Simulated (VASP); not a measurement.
The system is La.

```
La
1.0
     3.45137    0.00000    0.00000
    -1.72568    2.98897    0.00000
     0.00000    0.00000    5.59121
La
2
Direct
  0.33333 0.66667 0.25000
  0.66667 0.33333 0.75000
```

* Program: VASP 6.6.1
* Task: relaxation of cell and atoms
* Functional: PBE
* Potentials or basis: VASP PAW PBE potentials, release 64 (La)
* Cutoff: 600 eV
* k mesh: 12 × 12 × 7
* Occupations: fermi-dirac, width 0.05 eV
* Spin: no spin polarisation

At the start: pressure 9.2 GPa; volume 28.84 Å³/atom.

Where does the relaxation end?

Over 10 steps the energy falls by 219.7 meV/atom and the volume is 37.76 Å³/atom (+30.9 %); space group P6_3/mmc (No. 194, to 0.1 Å) before and after.

The path:
| step | energy change (eV) | largest force (eV/Å) | pressure (GPa) | volume (Å³) |
| --- | --- | --- | --- | --- |
| 1 | 0.0000 | 0.0000 | 9.19 | 57.68 |
| 2 | -0.4291 | 0.0000 | 1.02 | 72.62 |
| 3 | -0.4369 | 0.0000 | -0.25 | 76.13 |
| 4 | -0.4376 | 0.0000 | 0.03 | 75.34 |
| 5 | -0.4374 | 0.0000 | -0.11 | 75.72 |
| 6 | -0.4386 | 0.0000 | 0.01 | 75.43 |
| 7 | -0.4391 | 0.0000 | 0.12 | 75.12 |
| 8 | -0.4391 | 0.0000 | 0.16 | 75.05 |
| 9 | -0.4395 | 0.0000 | 0.01 | 75.46 |
| 10 | -0.4395 | 0.0000 | 0.00 | 75.51 |

Final structure:
```xyz
2
Lattice="3.7854 0.0000 0.0000 -1.8927 3.2782 0.0000 0.0000 0.0000 6.0853" Properties=species:S:1:pos:R:3 pbc="T T T"
La    0.0000    2.1855    1.5213
La    1.8927    1.0927    4.5640
```

Caveat: the volume moved by over 15 % at a fixed basis, so the end points are rough.
